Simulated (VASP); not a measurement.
# CuO (C2/c) in VASP: settings compared, part 3 of 3

VASP 6.6.1.

## (6) Single point, HSE06

This run uses another cell than the first one, of 10.84 Å³/atom.

Contents of POSCAR:

```
CuO
1.0
    2.0551224339     -2.0497827704      0.1593869943
    2.0551224339      2.0497827704      0.1593869943
   -0.4017131045      0.0000000000      5.1141192568
Cu O
2 2
Direct
    0.5000000000      0.0000000000      0.5000000000
    0.0000000000      0.5000000000      0.0000000000
    0.4997089303      0.5002910697      0.7500000000
    0.5002910697      0.4997089303      0.2500000000
```

Contents of INCAR.step1:

```
SYSTEM = CuO
PREC = Accurate
ENCUT = 520
EDIFF = 1E-5
ISMEAR = -1
SIGMA = 0.05
LREAL = .False.
LASPH = .True.
NELM = 80
ALGO = Normal
ISIF = 2
LWAVE = .True.
LCHARG = .False.
GGA = PE
NBANDS = 25
```

Contents of INCAR.step2:

```
SYSTEM = CuO
PREC = Accurate
ENCUT = 520
EDIFF = 1E-7
ISMEAR = -1
SIGMA = 0.05
LREAL = .False.
LASPH = .True.
NELM = 80
ALGO = Normal
ISIF = 2
LWAVE = .False.
LCHARG = .False.
GGA = PE
LHFCALC = .True.
HFSCREEN = 0.2079
PRECFOCK = Normal
ISTART = 1
NBANDS = 25
```

Contents of KPOINTS:

```
regular mesh
0
Gamma
  5 5 3
  0 0 0
```

Potentials or basis: VASP PAW PBE potentials, release 64 (Cu, O).

Launch:

```console
$ cat potpaw_PBE.64/Cu/POTCAR potpaw_PBE.64/O/POTCAR > POTCAR
$ cp INCAR.step1 INCAR
$ mpirun -np 1 vasp_std > vasp.out
$ cp INCAR.step2 INCAR
$ mpirun -np 1 vasp_std > vasp.out
```

OUTCAR:

```text
SYSTEM = CuO
   PREC = Accurate
   ENCUT = 520
   EDIFF = 1E-7
   ISMEAR = -1
   LREAL = .False.
   LASPH = .True.
   NELM = 80
   ISIF = 2
   GGA = PE
   LHFCALC = .True.
   HFSCREEN = 0.2079
   PRECFOCK = Normal
   ISTART = 1

 ion  position               nearest neighbor table
   1  0.500  0.000  0.500-   3 1.94   4 1.94   4 1.94   3 1.94
   2  0.000  0.500  0.000-   4 1.94   3 1.94   4 1.94   3 1.94
   3  0.500  0.500  0.750-   2 1.94   1 1.94   2 1.94   1 1.94
   4  0.500  0.500  0.250-   1 1.94   2 1.94   2 1.94   1 1.94

  LATTYP: Found a base centered monoclinic cell.
 ALAT       =     4.1225877467
 B/A-ratio  =     0.9944155935
 C/A-ratio  =     1.2443330632
 COS(beta)  =    -0.0009878328

  Lattice vectors:

 A1 = (   2.0551224339,  -2.0497827704,   0.1593869943)
 A2 = (   2.0551224339,   2.0497827704,   0.1593869943)
 A3 = (  -0.4017131045,   0.0000000000,   5.1141192568)

Analysis of symmetry for initial positions (statically):
=====================================================================
 Subroutine PRICEL returns:
[... 181 lines left out ...]

  energy without entropy =      -22.95377649  energy(sigma->0) =      -22.96029693

 E-fermi :   4.8933     XC(G=0):  -9.3372

 val. band max:        4.6473438969   @ k =  -0.2000   0.2000   0.3333
 cond. band min:       4.9806643191   @ k =   0.4000   0.2000   0.3333
 fundamental gap:      0.3333204222
 Fermi energy:         4.8933439258

 k-point     1 :       0.0000    0.0000    0.0000
  band No.  band energies     occupation
      1     -17.5881      2.00000
      2     -16.1795      2.00000
      3      -4.7891      2.00000
      4      -1.9114      2.00000
      5      -1.8999      2.00000
      6      -0.5637      2.00000
[... 661 lines left out ...]
     24      18.2738      0.00000
     25      20.3531      0.00000

------------------------ aborting loop because EDIFF is reached ----------------------------------------

  FORCE on cell =-STRESS in cart. coord.  units (eV):
  Direction    XX          YY          ZZ          XY          YZ          ZX
  --------------------------------------------------------------------------------------
  -------------------------------------------------------------------------------------
  Total        0.1971215      0.2070516      0.3432909      0.0000000      0.0000000     -0.0110983
  in kB        7.2855208      7.6525298     12.6878731      0.0000000      0.0000000     -0.4101877
  external PRESSURE =       9.2086412 kB  Pullay stress =       0.0000000 kB

 VOLUME and BASIS-vectors are now :
 -----------------------------------------------------------------------------
  energy-cutoff  :      520.00
  volume of cell :       43.35
      direct lattice vectors                 reciprocal lattice vectors
     2.055122434 -2.049782770  0.159386994     0.241821330 -0.243928287  0.018995020
     2.055122434  2.049782770  0.159386994     0.241821330  0.243928287  0.018995020
    -0.401713104  0.000000000  5.114119257    -0.015073241  0.000000000  0.194353090

 POSITION                                       TOTAL-FORCE (eV/Angst)
 -----------------------------------------------------------------------------------
      0.82670     -1.02489      2.63675        -0.000000     -0.000000     -0.000000
      1.02756      1.02489      0.07969        -0.000000     -0.000000     -0.000000
      1.75384      0.00119      3.99498         0.000000      0.000246      0.000000
      1.95469     -0.00119      1.43792        -0.000000     -0.000246      0.000000
 -----------------------------------------------------------------------------------
    total drift:                                0.000009      0.000024      0.000005

  FREE ENERGIE OF THE ION-ELECTRON SYSTEM (eV)
  ---------------------------------------------------
  free  energy   TOTEN  =       -22.9668173688 eV

  energy  without entropy=      -22.9537764928  energy(sigma->0) =      -22.96029693
```

It took 34 min on 1 thread of Intel Xeon 6975P-C (Granite Rapids), shared host; peak memory 0.28 GiB.

Results:

```yaml
Free_energy: -22.9668 eV
Pressure: 0.9 GPa
Band_gap_on_the_k_mesh: zero (bands 17 and 18 overlap by 0.94 eV)
```

Caveat: the k points lie up to 0.43 Å⁻¹ apart, too coarse for converged energies and pressures of a metal; the PAW data sets were made with another functional, which shifts forces and pressure a little.

## (7) Summary

```csv
level,potentials or basis,U,cell,k mesh,cutoff (eV),grid for exact exchange (PRECFOCK),share of exact exchange,screening parameter,gap on the mesh (eV),pressure (GPa)
revPBE+D3(BJ),"VASP PAW PBE potentials, release 64 (Cu, O)",-,"a = 2.901, b = 2.901, c = 5.168 Å, angles 90.0, 90.0, 89.6°, 4 atoms",10 × 10 × 5,520,-,-,-,none,0.8
PBEsol,"VASP PAW PBE potentials, release 64 (Cu_sv_GW, O)",-,"a = 2.895, b = 2.895, c = 5.090 Å, angles 90.0, 90.0, 89.8°, 4 atoms",10 × 10 × 5,700,-,-,-,none,-2.8
r2SCAN+U,"VASP PAW PBE potentials, release 64 (Cu, O)",Cu d U = 1.0 eV,"a = 2.897, b = 2.897, c = 5.129 Å, angles 90.0, 90.0, 89.8°, 4 atoms",10 × 10 × 5,520,-,-,-,none,0.0
r2SCAN+U,"VASP PAW PBE potentials, release 64 (Cu, O)",Cu d U = 2.0 eV,"a = 2.899, b = 2.899, c = 5.134 Å, angles 90.0, 90.0, 89.7°, 4 atoms",10 × 10 × 5,520,-,-,-,none,-1.1
HSE06,"VASP PAW PBE potentials, release 64 (Cu, O)",-,"a = 2.907, b = 2.907, c = 5.130 Å, angles 90.0, 90.0, 89.7°, 4 atoms",5 × 5 × 3,520,Normal,0.25,0.2079 1/Å,none,0.9
```

Alike in all rows: task single point; no spin polarisation; smearing fermi-dirac 0.05 eV.

Caveats: some runs use coarse meshes; the PAW data sets were made with another functional, which shifts forces and pressure a little; semilocal functionals often make such compounds metallic where correlation or magnetic order opens a gap, which also shifts bond lengths (at least some runs); U without spin polarisation on a metal has little footing (at least some runs).

Total energies depend on the potentials used, so only differences within one code and one set of settings carry meaning.
